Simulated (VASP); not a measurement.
## From an Ansatz input to VASP: BaTe (strained measured structure)

Ansatz input

```yaml
crystal:
  lattice:
    - [0.0, 3.532379313, 3.532379313]
    - [3.4366518336, 0.0, 3.532379313]
    - [3.4366518336, 3.532379313, 0.0]
  atoms:
    - { symbol: Ba, position: [0.0, 0.0, 0.0] }
    - { symbol: Te, position: [0.5, 0.5, 0.5] }
kpoints:
  mp_grid: { grid: [6, 6, 6] }
  band_path:
    path:
      - [0.0, 0.0, 0.0]
      - [0.5, 0.0, 0.5]
      - [0.625, 0.25, 0.625]
      - [0.375, 0.375, 0.75]
      - [0.5, 0.5, 0.5]
      - [0.5, 0.25, 0.75]
      - [0.0, 0.5, 0.5]
    npoints: 1
hamiltonian:
  xc: r2scan
scf:
  occupations: { method: fixed }
  n_extra_bands: 4
output:
  forces: true
  stress: true
  eigenvalues: true
  write_density: true
  write_potential: true
  elf: true
  volumetric_format: npy
```

Q: Translate this input to VASP.

A: 

INCAR

```
NBANDS = 15
IBRION = -1
ISMEAR = 0
LASPH = .TRUE.
NELM = 120
LWAVE = .FALSE.
ALGO = Normal
LREAL = .FALSE.
NSW = 0
EDIFF = 1E-7
ENCUT = 520
ISIF = 2
METAGGA = R2SCAN
LELF = .TRUE.
PREC = Accurate
SIGMA = 0.01
LCHARG = .TRUE.
```

KPOINTS

```
KPOINTS created by Atomic Simulation Environment
0
Gamma
6 6 6
0 0 0
```

KPOINTS_OPT

```
special points
7
Reciprocal
0.0000000000 0.0000000000 0.0000000000 1
0.5000000000 0.0000000000 0.5000000000 1
0.6250000000 0.2500000000 0.6250000000 1
0.3750000000 0.3750000000 0.7500000000 1
0.5000000000 0.5000000000 0.5000000000 1
0.5000000000 0.2500000000 0.7500000000 1
0.0000000000 0.5000000000 0.5000000000 1
```

POSCAR

```
Ba Te
 1.0000000000000000
     0.0000000000000000    3.5323793129999999    3.5323793129999999
     3.4366518336000000    0.0000000000000000    3.5323793129999999
     3.4366518336000000    3.5323793129999999    0.0000000000000000
 Ba  Te
   1   1
Cartesian
  0.0000000000000000  0.0000000000000000  0.0000000000000000
  3.4366518336000000  3.5323793129999994  3.5323793129999994
```

VASP ran with the recommended PBE PAW datasets (16 valence electrons in the cell). Other inputs would serve too.

```tsv
	Ansatz	VASP
gap between bands v and c	1.89 eV	1.81 eV
least direct gap	2.26 eV	2.21 eV
pressure	0.9 GPa	1.3 GPa
```

Datasets and cutoffs are each program's own. VASP's cell holds 16 valence electrons and Ansatz's 26. Ansatz's stress includes a Pulay correction; VASP's doesn't.

VASP's potentials hold 16 valence electrons a cell and Ansatz's 26, so a difference between the two programs can come from the potentials and not from the codes.
